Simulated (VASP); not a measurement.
# TaN (Fm-3m) in VASP: relaxation of cell and atoms with r2SCAN

Aim: the relaxation of cell and atoms of TaN with r2SCAN.

Everything below comes from runs of VASP 6.6.1. Logs are shortened: lines on timing, memory, paths and dates and some standing lists are left out, and cuts for length are marked.

**1. The cell of the first run**

It takes space group Fm-3m (No. 225, cubic). Conventional cell: a = 4.399 Å, b = 4.399 Å, c = 4.399 Å, α = 90.00°, β = 90.00°, γ = 90.00°. Ta (site symmetry m-3m) has 6 N at 2.20 Å within 2.9 Å. Within 2.9 Å of N (site symmetry m-3m) lie 6 Ta at 2.20 Å.

**2. Relaxation of cell and atoms, r2SCAN**

Contents of POSCAR:

```
TaN
1.0
    0.0000000000      2.1995286453      2.1995286453
    2.1995286453      0.0000000000      2.1995286453
    2.1995286453      2.1995286453      0.0000000000
Ta N
1 1
Direct
    0.5000000000      0.5000000000      0.5000000000
    0.0000000000      0.0000000000      0.0000000000
```

Contents of INCAR.step1:

```
ALGO = Normal ; EDIFF = 1E-4
ENCUT = 600 ; GGA = PE
ISMEAR = 0 ; LASPH = T
LCHARG = F ; LREAL = F
LWAVE = T ; NELM = 100
PREC = Accurate ; SIGMA = 0.1
```

Contents of INCAR.step2:

```
ALGO = Normal ; EDIFF = 1E-6
EDIFFG = -0.01 ; ENCUT = 600
IBRION = 2 ; ISIF = 3
ISMEAR = 0 ; ISTART = 1
LASPH = T ; LCHARG = F
LMIXTAU = T ; LREAL = F
LWAVE = F ; METAGGA = R2SCAN
NELM = 100 ; NSW = 100
PREC = Accurate ; SIGMA = 0.1
```

Contents of KPOINTS:

```
k-points
0
Gamma
  22 22 22
```

Potentials or basis: VASP PAW PBE potentials, release 64 (Ta_pv, N).

Command:

```console
$ cat potpaw_PBE.64/Ta_pv/POTCAR potpaw_PBE.64/N/POTCAR > POTCAR
$ cp INCAR.step1 INCAR
$ mpirun -np 1 vasp_std > vasp.out
$ cp INCAR.step2 INCAR
$ mpirun -np 1 vasp_std > vasp.out
```

OUTCAR:

```text
EDIFF = 1E-6
   EDIFFG = -0.01
   ENCUT = 600
   IBRION = 2
   ISIF = 3
   ISMEAR = 0
   ISTART = 1
   LASPH = T
   LREAL = F
   METAGGA = R2SCAN
   NELM = 100
   NSW = 100
   PREC = Accurate

 ion  position               nearest neighbor table
   1  0.500  0.500  0.500-   2 2.20   2 2.20   2 2.20   2 2.20   2 2.20   2 2.20
   2  0.000  0.000  0.000-   1 2.20   1 2.20   1 2.20   1 2.20   1 2.20   1 2.20

  LATTYP: Found a face centered cubic cell.
 ALAT       =     4.3990572906

  Lattice vectors:

 A1 = (   0.0000000000,   2.1995286453,   2.1995286453)
 A2 = (   2.1995286453,   0.0000000000,   2.1995286453)
 A3 = (   2.1995286453,   2.1995286453,   0.0000000000)

Analysis of symmetry for initial positions (statically):
=====================================================================
 Subroutine PRICEL returns:
 Original cell was already a primitive cell.

 Routine SETGRP: Setting up the symmetry group for a
 face centered cubic supercell.

 Subroutine GETGRP returns: Found 48 space group operations
 (whereof 48 operations were pure point group operations)
 out of a pool of 48 trial point group operations.

The static configuration has the point symmetry O_h .

Analysis of symmetry for dynamics (positions and initial velocities):
=====================================================================
 Subroutine PRICEL returns:
 Original cell was already a primitive cell.

 Routine SETGRP: Setting up the symmetry group for a
 face centered cubic supercell.

 Subroutine GETGRP returns: Found 48 space group operations
 (whereof 48 operations were pure point group operations)
 out of a pool of 48 trial point group operations.

The dynamic configuration has the point symmetry O_h .

 Subroutine INISYM returns: Found 48 space group operations
 (whereof 48 operations are pure point group operations),
 and found     1 'primitive' translations

----------------------------------------------------------------------------------------

                                     Primitive cell

  volume of cell :      21.2823

  direct lattice vectors                    reciprocal lattice vectors
     0.000000000  2.199528645  2.199528645    -0.227321431  0.227321431  0.227321431
     2.199528645  0.000000000  2.199528645     0.227321431 -0.227321431  0.227321431
     2.199528645  2.199528645  0.000000000     0.227321431  0.227321431 -0.227321431

  length of vectors
     3.110603241  3.110603241  3.110603241     0.393732269  0.393732269  0.393732269

  position of ions in fractional coordinates (direct lattice)
     0.500000000  0.500000000  0.500000000
     0.000000000  0.000000000  0.000000000

  ion indices of the primitive-cell ions
   primitive index   ion index
                 1           1
                 2           2

----------------------------------------------------------------------------------------

 KPOINTS: k-points

Automatic generation of k-mesh.
 Grid dimensions read from file:
 generate k-points for:   22   22   22

 Generating k-lattice:

  Cartesian coordinates                     Fractional coordinates (reciprocal lattice)
    -0.010332792  0.010332792  0.010332792     0.045454545  0.000000000  0.000000000
     0.010332792 -0.010332792  0.010332792     0.000000000  0.045454545  0.000000000
     0.010332792  0.010332792 -0.010332792     0.000000000  0.000000000  0.045454545

  Length of vectors
     0.017896921  0.017896921  0.017896921

  Shift w.r.t. Gamma in fractional coordinates (k-lattice)
     0.000000000  0.000000000  0.000000000

 Subroutine IBZKPT returns following result:
 ===========================================

 Found    328 irreducible k-points:

 Following reciprocal coordinates:
            Coordinates               Weight
  0.000000  0.000000  0.000000      1.000000
  0.045455  0.000000  0.000000      8.000000
  0.090909  0.000000  0.000000      8.000000
  0.136364  0.000000  0.000000      8.000000
  0.181818  0.000000  0.000000      8.000000
  0.227273  0.000000  0.000000      8.000000
[... 16 lines left out ...]
  0.500000  0.045455  0.000000     24.000000
 -0.454545  0.045455  0.000000     24.000000
 [... further k-points ...]
   k-points           NKPTS =    328   k-points in BZ     NKDIM =    328   number of bands    NBANDS=     12
   number of dos      NEDOS =    301   number of ions     NIONS =      2
   total plane-waves  NPLWV =  21952
   dimension x,y,z NGX =    28 NGY =   28 NGZ =   28
   dimension x,y,z NGXF=    56 NGYF=   56 NGZF=   56
   ions per type =               1   1
   NGX,Y,Z   is equivalent  to a cutoff of  14.96, 14.96, 14.96 a.u.
   NGXF,Y,Z  is equivalent  to a cutoff of  29.93, 29.93, 29.93 a.u.
 SYSTEM =  unknown system
   PREC   = accura    normal or accurate (medium, high low for compatibility)
   ISTART =      1    job   : 0-new  1-cont  2-samecut
   ICHARG =      0    charge: 1-file 2-atom 10-const
   ISPIN  =      1    spin polarized calculation?
   LNONCOLLINEAR =      F non collinear calculations
   LSORBIT =      F    spin-orbit coupling
   LASPH  =      T    aspherical Exc in radial PAW
   ENCUT  =  600.0 eV  44.10 Ry    6.64 a.u.   6.21  6.21  6.21*2*pi/ulx,y,z
   NELM   =    100;   NELMIN=  2; NELMDL=  0     # of ELM steps
   EDIFF  = 0.1E-05   stopping-criterion for ELM
   LREAL  =      F    real-space projection
   EDIFFG = -.1E-01   stopping-criterion for IOM
   NSW    =    100    number of steps for IOM
   IBRION =      2    ionic relax: 0-MD 1-quasi-New 2-CG
   NFREE  =      1    steps in history (QN), initial steepest desc. (CG)
   ISIF   =      3    stress and relaxation
   ISYM   =      2    0-nonsym 1-usesym 2-fastsym
   POTIM  = 0.5000    time-step for ionic-motion
   TEBEG  =    0.0;   TEEND  =   0.0 temperature during run
   PSTRESS=    0.0 pullay stress
   NELECT =      16.0000    total number of electrons
   NUPDOWN=      -1.0000    fix difference up-down
   EMIN   =  10.00;   EMAX   =-10.00  energy-range for DOS
   EFERMI =   0.00;   METHOD = LEGACY
   ISMEAR =     0;   SIGMA  =   0.10  broadening in eV -4-tet -1-fermi 0-gaus
   EFERMI_NEDOS =   21; number of points for ismear=-14 and -15
   IALGO  =     38    algorithm
   IMIX   =      4    mixing-type and parameters
     AMIX     =   0.40;   BMIX     =  1.00
     AMIX_MAG =   1.60;   BMIX_MAG =  1.00
  volume/ion in A,a.u.               =      10.64        71.81
  Fermi-wavevector in a.u.,A,eV,Ry     =   1.488590  2.813028 30.149167  2.215901
  Thomas-Fermi vector in A             =   2.601606
   LORBIT       =      0    0 simple, 1 ext, 2 COOP (PROOUT), +10 PAW based schemes
   METAGGA = R2SCAN    functional components
   LHFCALC =     F    Hartree Fock is set to
   AEXX    =    0.0000 exact exchange contribution
   IVDW    =     0    specifies the selected vdW correction
   LEPSILON=     F    determine dielectric tensor
   LRPA    =     F    only Hartree local field effects (RPA)
 conjugate gradient relaxation of ions
 non-spin polarized calculation
 Gauss-broadening in eV      SIGMA  =   0.10
  energy-cutoff  :      600.00
  volume of cell :       21.28
 maximum number of plane-waves:       725
 NGX is ok and might be reduce to    28
   NGX = 13   NGY = 13   NGZ = 13

--------------------------------------- Ionic step        1  -------------------------------------------

 number of electron      15.9999999 magnetization

 Free energy of the ion-electron system (eV)
  ---------------------------------------------------
  ext. energy  EPLUGINS =         0.00000000
  ---------------------------------------------------
  free energy    TOTEN  =       -59.62860767 eV

  energy without entropy =      -59.62445233  energy(sigma->0) =      -59.62653000

------------------------ aborting loop because EDIFF is reached ----------------------------------------

  FORCE on cell =-STRESS in cart. coord.  units (eV):
  Direction    XX          YY          ZZ          XY          YZ          ZX
  --------------------------------------------------------------------------------------
  -------------------------------------------------------------------------------------
  Total        0.1730847      0.1730847      0.1730847      0.0000000     -0.0000000      0.0000000
  in kB       13.0301826     13.0301826     13.0301826      0.0000000     -0.0000000      0.0000000
  external PRESSURE =      13.0301826 kB  Pullay stress =       0.0000000 kB
[... 57 lines left out ...]
  energy  without entropy=      -59.6228670846  energy(sigma->0) =      -59.62497906

--------------------------------------- Ionic step        3  -------------------------------------------

 number of electron      15.9999999 magnetization

 Free energy of the ion-electron system (eV)
  ---------------------------------------------------
  ext. energy  EPLUGINS =         0.00000000
  ---------------------------------------------------
  free energy    TOTEN  =       -59.62891559 eV

  energy without entropy =      -59.62474013  energy(sigma->0) =      -59.62682786

 E-fermi :   9.5376     XC(G=0): -14.4270

 val. band max:        9.5317082827   @ k =  -0.3182   0.3182   0.1364
 cond. band min:       9.5521693311   @ k =  -0.3182   0.0909   0.0000
 fundamental gap:      0.0204610484
 Fermi energy:         9.5375678816

 k-point     1 :       0.0000    0.0000    0.0000
  band No.  band energies     occupation
      1     -27.5997      2.00000
      2     -27.5997      2.00000
      3     -27.5997      2.00000
      4     -10.4156      2.00000
      5       5.4294      2.00000
      6       5.4294      2.00000
      7       5.4294      2.00000
      8       7.4069      2.00000
      9       7.4069      2.00000
     10       7.4069      2.00000
     11       9.6915      0.02951
     12       9.6915      0.02951
[... 331 lines left out ...]
 k-point    24 :      -0.4545    0.0455    0.0000
  band No.  band energies     occupation
      1     -28.4507      2.00000
      2     -27.6943      2.00000
      3     -27.6808      2.00000
      4      -7.5007      2.00000
      5      -1.1221      2.00000
      6       1.6267      2.00000
      7       1.6714      2.00000
      8      11.1930      0.00000
      9      11.3352      0.00000
     10      11.5493      0.00000
     11      13.9982      0.00000
     12      17.0692      0.00000

 [... further k-points ...]
[... 5 lines left out ...]
  --------------------------------------------------------------------------------------
  -------------------------------------------------------------------------------------
  Total        0.0003040      0.0003040      0.0003040      0.0000000     -0.0000000      0.0000000
  in kB        0.0228051      0.0228051      0.0228051      0.0000000     -0.0000000      0.0000000
  external PRESSURE =       0.0228051 kB  Pullay stress =       0.0000000 kB
[... 17 lines left out ...]
  FREE ENERGIE OF THE ION-ELECTRON SYSTEM (eV)
  ---------------------------------------------------
  free  energy   TOTEN  =       -59.6289155945 eV

  energy  without entropy=      -59.6247401302  energy(sigma->0) =      -59.62682786

 reached required accuracy - stopping structural energy minimisation
```

Run time: 7.9 min. Hardware: 1 thread of Intel Xeon 6975P-C (Granite Rapids), shared host; peak memory 0.27 GiB.

Results:

```yaml
Free_energy: -59.6289 eV
Relaxed_volume: 10.68 Å³/atom
Relaxed_cell: a = 3.114 Å, b = 3.114 Å, c = 3.114 Å, α = 60.00°, β = 60.00°, γ = 60.00°
Space_group_after_relaxing_to_0.1_Å: Fm-3m (No. 225)
Energy_gained_by_relaxing: 0.2 meV/atom
Ionic_steps: 3
Pressure_after_relaxing: 0.0 GPa
Band_gap_on_the_k_mesh: zero (bands 8 and 9 overlap by 4.06 eV)
```

Step by step:
```csv
step,energy change (eV),largest force (eV/Å),pressure (GPa),volume (Å³)
1,0.0000,0.0000,1.30,21.28
2,0.0015,0.0000,-3.05,21.55
3,-0.0003,0.0000,0.00,21.36
```

Final structure:
```
Ta N
1.0
     0.00000    2.20220    2.20220
     2.20220    0.00000    2.20220
     2.20220    2.20220    0.00000
Ta N
1 1
Direct
  0.50000 0.50000 0.50000
  0.00000 0.00000 0.00000
```

Levels at points of the mesh, in eV from the Fermi level:
```tsv
k point	band 4	band 5	band 6	band 7	band 8	band 9	band 10	band 11	band 12
(0.00, 0.00, 0.00)	-19.95	-4.11	-4.11	-4.11	-2.13	-2.13	-2.13	0.15	0.15
(0.50, 0.00, 0.00)	-16.97	-10.77	-7.94	-7.94	1.93	1.93	2.08	4.09	7.80
(0.50, 0.50, 0.00)	-18.73	-7.05	-5.56	-4.97	-4.97	2.22	3.54	3.54	4.69
```

Caveat: the highest band is partly filled, so the run has too few bands; the PAW data sets were made with another functional, which shifts forces and pressure a little; spin-orbit coupling is left out, which moves the levels of the heavy elements. Zero-point motion and thermal expansion aren't in these numbers.

The gap in the log of VASP goes by the Fermi energy; the results here count the filled bands.